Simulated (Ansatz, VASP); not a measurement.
## Two plane-wave programs on ZrB2

File INCAR:

```
SYSTEM = ZrB2
ALGO = Normal
EDIFF = 1E-7
ENCUT = 520
GGA = CA
ISIF = 2
ISMEAR = 0
LASPH = .True.
LCHARG = .True.
LELF = .True.
LREAL = .False.
LVHAR = .True.
LWAVE = .False.
NBANDS = 16
NELM = 100
PREC = Accurate
SIGMA = 0.15
```

File KPOINTS:

```
k-points
0
Gamma
  18 18 12
  0 0 0
```

Contents of POSCAR:

```
ZrB2
1.0
    3.1880306042      0.0000000000      0.0000000000
   -1.5940153021      2.7609154912      0.0000000000
    0.0000000000      0.0000000000      3.7727154170
Zr B
1 2
Direct
    0.0000000000      0.0000000000      0.0000000000
    0.3333333333      0.6666666667      0.5000000000
    0.6666666667      0.3333333333      0.5000000000
```

Input for Ansatz:

```yaml
crystal:
  lattice:
    - [3.1880306042, 0.0, 0.0]
    - [-1.5940153021, 2.7609154912, 0.0]
    - [0.0, 0.0, 3.772715417]
  atoms:
    - { symbol: Zr, position: [0.0, 0.0, 0.0] }
    - { symbol: B, position: [0.3333333333, 0.6666666667, 0.5] }
    - { symbol: B, position: [0.6666666667, 0.3333333333, 0.5] }
basis:
  ecutwfc: 520.0
kpoints:
  mp_grid: { grid: [18, 18, 12] }
hamiltonian:
  xc: lda
  pseudopotentials: { kind: paw }
scf:
  occupations: { method: gaussian, width: 0.15 }
output:
  forces: true
  stress: true
  eigenvalues: true
```

Alike in both runs: task single point; functional LDA; k mesh 18 × 18 × 12; occupations gaussian, width 0.15 eV; no spin polarisation.

|  | VASP | Ansatz |
| --- | --- | --- |
| version | VASP 6.6.1 | Ansatz 0.2.0 |
| potentials or method | VASP PAW LDA potentials, release 64 (Zr_sv, B), cutoff 520 eV | scalar-relativistic, plane waves, PAW |
| valence electrons in the cell | 18 | 18 |

```tsv
	VASP	Ansatz	Ansatz less VASP
gap on the k mesh at the Fermi level (eV)	none	none	-
pressure (GPa)	-22.1	-22.5	-0.35
traceless stress, the component that is largest in VASP (GPa)	-10.06	-10.06	-0.005
```

LDA's correlation is that of Perdew and Zunger in VASP and of Perdew and Wang (1992) in Ansatz. A gap of «none» marks a metal or a gap that the smearing closes.
